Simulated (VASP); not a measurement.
# HfO2 (R-3m) in VASP: a series of runs

Runs on HfO2. Level: PBE. Tasks: single point.

Program: VASP 6.6.1. These are calculated values, not measurements. Logs are shortened: lines on timing, memory, paths and dates and some standing lists are left out, and cuts for length are marked.

**1. The cell of the first run**

The structure is trigonal, space group R-3m (No. 166). Conventional cell: a = 3.786 Å, b = 3.786 Å, c = 8.220 Å, α = 90.00°, β = 90.00°, γ = 120.00°. Hf (site symmetry -3m) has 8 O at 2.05 to 2.29 Å within 2.7 Å. O (site symmetry 3m) has 4 Hf at 2.05 to 2.29 Å and 6 O at 2.58 Å within 2.7 Å.

**2. Single point, PBE**

Input file INCAR:

```
PREC     = Accurate       # precision mode
ENCUT    = 520            # plane-wave cutoff, eV
EDIFF    = 1E-6           # SCF threshold, eV
ISMEAR   = 0              # smearing method
SIGMA    = 0.05           # smearing width, eV
LREAL    = F              # projectors in reciprocal space
LASPH    = T              # aspherical terms in the spheres
NELM     = 80             # most SCF steps
ALGO     = Normal         # electronic algorithm
ISIF     = 2              # what is computed and relaxed
LWAVE    = F              # write WAVECAR
LCHARG   = F              # write CHGCAR
GGA      = PE             # functional
NBANDS   = 18             # bands
```

Input file KPOINTS:

```
Automatic mesh
0
Gamma
  8 8 8
```

Input file POSCAR:

```
HfO2
1.0
   -0.2027284739      2.4741439803      2.4741439803
    2.4741439803     -0.2027284739      2.4741439803
    2.4741439803      2.4741439803     -0.2027284739
Hf O
1 2
Direct
    0.0000000000      0.0000000000      0.0000000000
    0.2500000000      0.2500000000      0.2500000000
    0.7500000000      0.7500000000      0.7500000000
```

Potentials or basis: VASP PAW PBE potentials, release 64 (Hf_pv, O).

The run is started by

```
cat potpaw_PBE.64/Hf_pv/POTCAR potpaw_PBE.64/O/POTCAR > POTCAR
mpirun -np 1 vasp_std > vasp.out
```

OUTCAR:

```text
PREC = Accurate
   ENCUT = 520
   EDIFF = 1E-6
   ISMEAR = 0
   LREAL = F
   LASPH = T
   NELM = 80
   ISIF = 2
   GGA = PE

 ion  position               nearest neighbor table
   1  0.000  0.000  0.000-   2 2.05   3 2.05   3 2.29   3 2.29   2 2.29   2 2.29   3 2.29   2 2.29

   2  0.250  0.250  0.250-   1 2.05   1 2.29   1 2.29   1 2.29
   3  0.750  0.750  0.750-   1 2.05   1 2.29   1 2.29   1 2.29

  LATTYP: Found a trigonal (rhomboedric) cell.
 ALAT       =     3.5048360453
 COS(alpha) =     0.4166624355

  Lattice vectors:

 A1 = (  -0.2027284739,   2.4741439803,   2.4741439803)
 A2 = (   2.4741439803,  -0.2027284739,   2.4741439803)
 A3 = (   2.4741439803,   2.4741439803,  -0.2027284739)

Analysis of symmetry for initial positions (statically):
=====================================================================
 Subroutine PRICEL returns:
 Original cell was already a primitive cell.

 Routine SETGRP: Setting up the symmetry group for a
 trigonal (rhombohedral) supercell.

 Subroutine GETGRP returns: Found 12 space group operations
 (whereof 12 operations were pure point group operations)
 out of a pool of 12 trial point group operations.

The static configuration has the point symmetry D_3d.

Analysis of symmetry for dynamics (positions and initial velocities):
=====================================================================
 Subroutine PRICEL returns:
 Original cell was already a primitive cell.

 Routine SETGRP: Setting up the symmetry group for a
 trigonal (rhombohedral) supercell.

 Subroutine GETGRP returns: Found 12 space group operations
 (whereof 12 operations were pure point group operations)
 out of a pool of 12 trial point group operations.

The dynamic configuration has the point symmetry D_3d.

 Subroutine INISYM returns: Found 12 space group operations
 (whereof 12 operations are pure point group operations),
 and found     1 'primitive' translations

----------------------------------------------------------------------------------------

                                     Primitive cell

  volume of cell :      34.0050

  direct lattice vectors                    reciprocal lattice vectors
    -0.202728474  2.474143980  2.474143980    -0.178805752  0.194764531  0.194764531
     2.474143980 -0.202728474  2.474143980     0.194764531 -0.178805752  0.194764531
     2.474143980  2.474143980 -0.202728474     0.194764531  0.194764531 -0.178805752

[... 84 lines left out ...]
   NELM   =     80;   NELMIN=  2; NELMDL= -5     # of ELM steps
   EDIFF  = 0.1E-05   stopping-criterion for ELM
   LREAL  =      F    real-space projection
   EDIFFG = 0.1E-04   stopping-criterion for IOM
   NSW    =      0    number of steps for IOM
   IBRION =     -1    ionic relax: 0-MD 1-quasi-New 2-CG
   NFREE  =      0    steps in history (QN), initial steepest desc. (CG)
   ISIF   =      2    stress and relaxation
   ISYM   =      2    0-nonsym 1-usesym 2-fastsym
   POTIM  = 0.5000    time-step for ionic-motion
   TEBEG  =    0.0;   TEEND  =   0.0 temperature during run
   PSTRESS=    0.0 pullay stress
   NELECT =      22.0000    total number of electrons
   NUPDOWN=      -1.0000    fix difference up-down
   EMIN   =  10.00;   EMAX   =-10.00  energy-range for DOS
   EFERMI =   0.00;   METHOD = LEGACY
   ISMEAR =     0;   SIGMA  =   0.05  broadening in eV -4-tet -1-fermi 0-gaus
   EFERMI_NEDOS =   21; number of points for ismear=-14 and -15
   IALGO  =     38    algorithm
   IMIX   =      4    mixing-type and parameters
     AMIX     =   0.40;   BMIX     =  1.00
     AMIX_MAG =   1.60;   BMIX_MAG =  1.00
  volume/ion in A,a.u.               =      11.33        76.49
  Fermi-wavevector in a.u.,A,eV,Ry     =   1.415907  2.675677 27.276868  2.004793
  Thomas-Fermi vector in A             =   2.537297
   LORBIT       =      0    0 simple, 1 ext, 2 COOP (PROOUT), +10 PAW based schemes
   GGA     = PE    functional components
   LHFCALC =     F    Hartree Fock is set to
   AEXX    =    0.0000 exact exchange contribution
   IVDW    =     0    specifies the selected vdW correction
   LEPSILON=     F    determine dielectric tensor
   LRPA    =     F    only Hartree local field effects (RPA)
 non-spin polarized calculation
 Gauss-broadening in eV      SIGMA  =   0.05
  energy-cutoff  :      520.00
  volume of cell :       34.00
 maximum number of plane-waves:       931
 NGX is ok and might be reduce to    28

 number of electron      22.0000003 magnetization

 Free energy of the ion-electron system (eV)
  ---------------------------------------------------
  ext. energy  EPLUGINS =         0.00000000
  ---------------------------------------------------
  free energy    TOTEN  =       -30.01179808 eV

  energy without entropy =      -30.01179808  energy(sigma->0) =      -30.01179808

 E-fermi :   4.0705     XC(G=0): -11.6036

 val. band max:        3.8294526511   @ k =   0.5000   0.5000   0.0000
 cond. band min:       7.6616342006   @ k =   0.5000   0.5000   0.0000
 fundamental gap:      3.8321815496
 Fermi energy:         4.0705315358

 k-point     1 :       0.0000    0.0000    0.0000
  band No.  band energies     occupation
      1     -25.9567      2.00000
      2     -25.9567      2.00000
      3     -25.9347      2.00000
      4     -14.6136      2.00000
      5     -11.7471      2.00000
      6      -1.2973      2.00000
[... 481 lines left out ...]
      5     -12.4930      2.00000
      6      -0.6407      2.00000
[... 10 lines left out ...]
     17      14.5244      0.00000
     18      16.1921      0.00000

 [... further k-points ...]

------------------------ aborting loop because EDIFF is reached ----------------------------------------

  FORCE on cell =-STRESS in cart. coord.  units (eV):
  Direction    XX          YY          ZZ          XY          YZ          ZX
  --------------------------------------------------------------------------------------
  -------------------------------------------------------------------------------------
  Total       -1.0299072     -1.0299072     -1.0299072      1.8846616      1.8846616      1.8846616
  in kB      -48.5250404    -48.5250404    -48.5250404     88.7975935     88.7975935     88.7975935
  external PRESSURE =     -48.5250404 kB  Pullay stress =       0.0000000 kB

 VOLUME and BASIS-vectors are now :
 -----------------------------------------------------------------------------
  energy-cutoff  :      520.00
  volume of cell :       34.00
      direct lattice vectors                 reciprocal lattice vectors
    -0.202728474  2.474143980  2.474143980    -0.178805752  0.194764531  0.194764531
     2.474143980 -0.202728474  2.474143980     0.194764531 -0.178805752  0.194764531
     2.474143980  2.474143980 -0.202728474     0.194764531  0.194764531 -0.178805752

 POSITION                                       TOTAL-FORCE (eV/Angst)
 -----------------------------------------------------------------------------------
      0.00000      0.00000      0.00000        -0.000000      0.000000      0.000000
      1.18639      1.18639      1.18639         0.706749      0.706749      0.706749
      3.55917      3.55917      3.55917        -0.706749     -0.706749     -0.706749
 -----------------------------------------------------------------------------------
    total drift:                                0.000000     -0.000000      0.000000

  FREE ENERGIE OF THE ION-ELECTRON SYSTEM (eV)
  ---------------------------------------------------
  free  energy   TOTEN  =       -30.0117980843 eV

  energy  without entropy=      -30.0117980843  energy(sigma->0) =      -30.01179808
```

OSZICAR:

```text
N       E                     dE             d eps       ncg     rms          rms(c)
DAV:   1     0.915438394014E+02    0.91544E+02   -0.12627E+04  2340   0.120E+03
DAV:   2    -0.318363218424E+02   -0.12338E+03   -0.11932E+03  3054   0.286E+02
DAV:   3    -0.358289642163E+02   -0.39926E+01   -0.39782E+01  2764   0.458E+01
DAV:   4    -0.358515202382E+02   -0.22556E-01   -0.22551E-01  2858   0.389E+00
DAV:   5    -0.358516757343E+02   -0.15550E-03   -0.15549E-03  2706   0.297E-01    0.475E+01
DAV:   6    -0.301691481411E+02    0.56825E+01   -0.20899E+01  2386   0.323E+01    0.412E+01
DAV:   7    -0.300548732823E+02    0.11427E+00   -0.73840E-01  2642   0.692E+00    0.290E+01
DAV:   8    -0.300379170534E+02    0.16956E-01   -0.34041E-01  2524   0.526E+00    0.101E+01
DAV:   9    -0.300114296314E+02    0.26487E-01   -0.74276E-02  2476   0.234E+00    0.283E+00
DAV:  10    -0.300117279431E+02   -0.29831E-03   -0.32384E-03  2992   0.435E-01    0.282E-01
DAV:  11    -0.300117825689E+02   -0.54626E-04   -0.18762E-04  2658   0.119E-01    0.207E-01
DAV:  12    -0.300117967783E+02   -0.14209E-04   -0.33030E-05  2654   0.382E-02    0.387E-03
DAV:  13    -0.300117978906E+02   -0.11123E-05   -0.15874E-06  2634   0.906E-03    0.729E-03
DAV:  14    -0.300117980843E+02   -0.19371E-06   -0.40767E-07  1998   0.399E-03
   1 F= -.30011798E+02 E0= -.30011798E+02  d E =-.132415E-13
```

stdout:

```text
POSCAR found type information on POSCAR HfO
 POSCAR found :  2 types and       3 ions
 scaLAPACK will be used
 LDA part: xc-table for (Slater+PW92), standard interpolation
 POSCAR, INCAR and KPOINTS ok, starting setup
 FFT: planning ... GRIDC
 FFT: planning ... GRID_SOFT
 FFT: planning ... GRID
 WAVECAR not read
 entering main loop
```

Run time: 24 s. Hardware: 1 thread of Intel Xeon Platinum 8488C (Sapphire Rapids), shared host; peak memory 0.18 GiB.

What came out:

| Quantity | Value |
| --- | --- |
| Free energy | -30.0118 eV |
| Pressure | -4.9 GPa |
| Largest force | 1.224 eV/Å |
| Band gap on the k mesh | 3.83 eV, direct |

Forces in eV/Å, atoms in the order of the input:
```
Hf   0.000  0.000  0.000
O    0.707  0.707  0.707
O   -0.707 -0.707 -0.707
```

Stress tensor (GPa, compression positive):
```
-4.85  8.88  8.88
 8.88 -4.85  8.88
 8.88  8.88 -4.85
```

Levels at points of the mesh, in eV from the valence-band top:
| k point | band 7 | band 8 | band 9 | band 10 | band 11 | band 12 | band 13 | band 14 | band 15 | band 16 |
| --- | --- | --- | --- | --- | --- | --- | --- | --- | --- | --- |
| (0.00, 0.00, 0.00) | -5.13 | -4.93 | -0.57 | -0.52 | -0.52 | 3.93 | 3.93 | 5.47 | 9.47 | 9.47 |
| (0.50, 0.00, 0.00) | -4.07 | -2.91 | -2.66 | -1.85 | -1.43 | 4.17 | 4.93 | 6.32 | 8.59 | 9.11 |
| (0.50, 0.50, 0.00) | -3.57 | -2.92 | -1.95 | -1.03 | 0.00 | 3.83 | 5.53 | 5.98 | 7.16 | 8.84 |
| (0.50, 0.50, 0.50) | -3.91 | -3.36 | -2.32 | -1.90 | -1.90 | 4.90 | 4.90 | 7.54 | 8.30 | 8.30 |

Caveat: spin-orbit coupling is left out, which moves the levels of the heavy elements; forces of over 1 eV/Å act on the atoms, so gaps and moduli don't describe the material at rest. PBE gaps usually lie below the measured ones, often by a third to a half.

**3. Single point, PBE**

This run uses another cell than the first one, of the same volume but with other edges.

Input file INCAR:

```
SYSTEM = HfO2
ALGO = Normal ; EDIFF = 1E-7
ENCUT = 520 ; GGA = PE
ISIF = 2 ; ISMEAR = 0
LASPH = .True. ; LCHARG = .False.
LREAL = .False. ; LWAVE = .False.
NBANDS = 18 ; NELM = 80
PREC = Accurate ; SIGMA = 0.05
```

Input file KPOINTS:

```
k-points
0
Gamma
  8 8 8
  0 0 0
```

Input file POSCAR:

```
HfO2
1.0
    0.2111084719      2.6811763961      2.6811763961
    2.6811763961      0.2111084719      2.6811763961
    2.6811763961      2.6811763961      0.2111084719
Hf O
1 2
Direct
    0.0000000000      0.0000000000      0.0000000000
    0.2500000000      0.2500000000      0.2500000000
    0.7500000000      0.7500000000      0.7500000000
```

Potentials or basis: VASP PAW PBE potentials, release 64 (Hf_pv, O).

The run is started by

```
cat potpaw_PBE.64/Hf_pv/POTCAR potpaw_PBE.64/O/POTCAR > POTCAR
mpirun -np 1 vasp_std > vasp.out
```

OUTCAR:

```text
SYSTEM = HfO2
   EDIFF = 1E-7
   ENCUT = 520
   GGA = PE
   ISIF = 2
   ISMEAR = 0
   LASPH = .True.
   LREAL = .False.
   NELM = 80
   PREC = Accurate

 ion  position               nearest neighbor table
   1  0.000  0.000  0.000-   3 2.17   3 2.17   3 2.17   2 2.17   2 2.17   2 2.17   3 2.41   2 2.41

   2  0.250  0.250  0.250-   1 2.17   1 2.17   1 2.17   1 2.41
   3  0.750  0.750  0.750-   1 2.17   1 2.17   1 2.17   1 2.41

  LATTYP: Found a trigonal (rhomboedric) cell.
 ALAT       =     3.7976282758
 COS(alpha) =     0.5769488427

  Lattice vectors:

 A1 = (   0.2111084719,   2.6811763961,   2.6811763961)
 A2 = (   2.6811763961,   0.2111084719,   2.6811763961)
 A3 = (   2.6811763961,   2.6811763961,   0.2111084719)

Analysis of symmetry for initial positions (statically):
=====================================================================
 Subroutine PRICEL returns:
 Original cell was already a primitive cell.

 Routine SETGRP: Setting up the symmetry group for a
 trigonal (rhombohedral) supercell.

[... 165 lines left out ...]

  energy without entropy =      -30.10084746  energy(sigma->0) =      -30.10084746

 E-fermi :   4.0402     XC(G=0): -11.6030

 val. band max:        3.8162523782   @ k =   0.5000   0.5000   0.0000
 cond. band min:       7.6188067329   @ k =   0.5000   0.5000   0.0000
 fundamental gap:      3.8025543546
 Fermi energy:         4.0402339362

 k-point     1 :       0.0000    0.0000    0.0000
  band No.  band energies     occupation
      1     -26.0391      2.00000
      2     -25.9172      2.00000
      3     -25.9172      2.00000
      4     -14.6014      2.00000
      5     -11.7759      2.00000
      6      -1.3567      2.00000
[... 481 lines left out ...]
      5     -12.3845      2.00000
      6      -0.9251      2.00000
[... 10 lines left out ...]
     17      13.6229      0.00000
     18      16.6253      0.00000

 [... further k-points ...]

------------------------ aborting loop because EDIFF is reached ----------------------------------------

  FORCE on cell =-STRESS in cart. coord.  units (eV):
  Direction    XX          YY          ZZ          XY          YZ          ZX
  --------------------------------------------------------------------------------------
  -------------------------------------------------------------------------------------
  Total       -1.2912874     -1.2912874     -1.2912874     -0.7455240     -0.7455240     -0.7455240
  in kB      -60.8402138    -60.8402138    -60.8402138    -35.1260606    -35.1260606    -35.1260606
  external PRESSURE =     -60.8402138 kB  Pullay stress =       0.0000000 kB

 VOLUME and BASIS-vectors are now :
 -----------------------------------------------------------------------------
  energy-cutoff  :      520.00
  volume of cell :       34.01
      direct lattice vectors                 reciprocal lattice vectors
     0.211108472  2.681176396  2.681176396    -0.210090871  0.194756295  0.194756295
     2.681176396  0.211108472  2.681176396     0.194756295 -0.210090871  0.194756295
     2.681176396  2.681176396  0.211108472     0.194756295  0.194756295 -0.210090871

 POSITION                                       TOTAL-FORCE (eV/Angst)
 -----------------------------------------------------------------------------------
      0.00000      0.00000      0.00000         0.000000      0.000000      0.000000
      1.39337      1.39337      1.39337        -0.170237     -0.170237     -0.170237
      4.18010      4.18010      4.18010         0.170237      0.170237      0.170237
 -----------------------------------------------------------------------------------
    total drift:                                0.000000      0.000000      0.000000

  FREE ENERGIE OF THE ION-ELECTRON SYSTEM (eV)
  ---------------------------------------------------
  free  energy   TOTEN  =       -30.1008474646 eV

  energy  without entropy=      -30.1008474646  energy(sigma->0) =      -30.10084746
```

OSZICAR:

```text
N       E                     dE             d eps       ncg     rms          rms(c)
DAV:   1     0.905688615289E+02    0.90569E+02   -0.12616E+04  2356   0.120E+03
DAV:   2    -0.317622017975E+02   -0.12233E+03   -0.11896E+03  2924   0.285E+02
DAV:   3    -0.359074723658E+02   -0.41453E+01   -0.41283E+01  2760   0.464E+01
DAV:   4    -0.359318835707E+02   -0.24411E-01   -0.24404E-01  2832   0.399E+00
DAV:   5    -0.359320430186E+02   -0.15945E-03   -0.15945E-03  2638   0.303E-01    0.462E+01
DAV:   6    -0.302587075644E+02    0.56733E+01   -0.20732E+01  2386   0.322E+01    0.404E+01
DAV:   7    -0.301442736246E+02    0.11443E+00   -0.72503E-01  2590   0.693E+00    0.287E+01
DAV:   8    -0.301279922930E+02    0.16281E-01   -0.34813E-01  2512   0.531E+00    0.103E+01
DAV:   9    -0.301004540265E+02    0.27538E-01   -0.76287E-02  2430   0.237E+00    0.284E+00
DAV:  10    -0.301007834370E+02   -0.32941E-03   -0.32772E-03  2950   0.437E-01    0.226E-01
DAV:  11    -0.301008285385E+02   -0.45102E-04   -0.17961E-04  2640   0.114E-01    0.183E-01
DAV:  12    -0.301008464260E+02   -0.17887E-04   -0.35015E-05  2554   0.393E-02    0.707E-03
DAV:  13    -0.301008473085E+02   -0.88256E-06   -0.12842E-06  2824   0.825E-03    0.457E-03
DAV:  14    -0.301008475011E+02   -0.19253E-06   -0.34109E-07  2560   0.358E-03    0.305E-03
DAV:  15    -0.301008474646E+02    0.36478E-07   -0.18655E-08  1804   0.896E-04
   1 F= -.30100847E+02 E0= -.30100847E+02  d E =-.318579E-12
```

It took 25 s on 1 thread of Intel Xeon Platinum 8488C (Sapphire Rapids), shared host; peak memory 0.18 GiB.

What came out:

```
Free energy            : -30.1008 eV
Pressure               : -6.1 GPa
Largest force          : 0.295 eV/Å
Band gap on the k mesh : 3.80 eV, direct
```

Forces on the atoms (eV/Å):
```
Hf   0.000  0.000  0.000
O   -0.170 -0.170 -0.170
O    0.170  0.170  0.170
```

Levels at points of the mesh, in eV from the valence-band top:
```csv
k point,band 8,band 9,band 10,band 11,band 12,band 13,band 14,band 15
"(0.00, 0.00, 0.00)",-4.96,-0.61,-0.61,-0.36,3.91,3.91,5.52,9.27
"(0.50, 0.00, 0.00)",-3.14,-2.55,-1.82,-1.62,4.42,5.01,6.85,8.36
"(0.50, 0.50, 0.00)",-2.99,-1.96,-0.95,0.00,3.80,5.50,5.71,7.89
"(0.50, 0.50, 0.50)",-2.71,-2.54,-1.57,-1.57,4.39,4.39,5.62,9.09
```

Caveat: spin-orbit coupling is left out, which moves the levels of the heavy elements. A k mesh can miss the band edges.

(Part 1 of 2 ends here.)
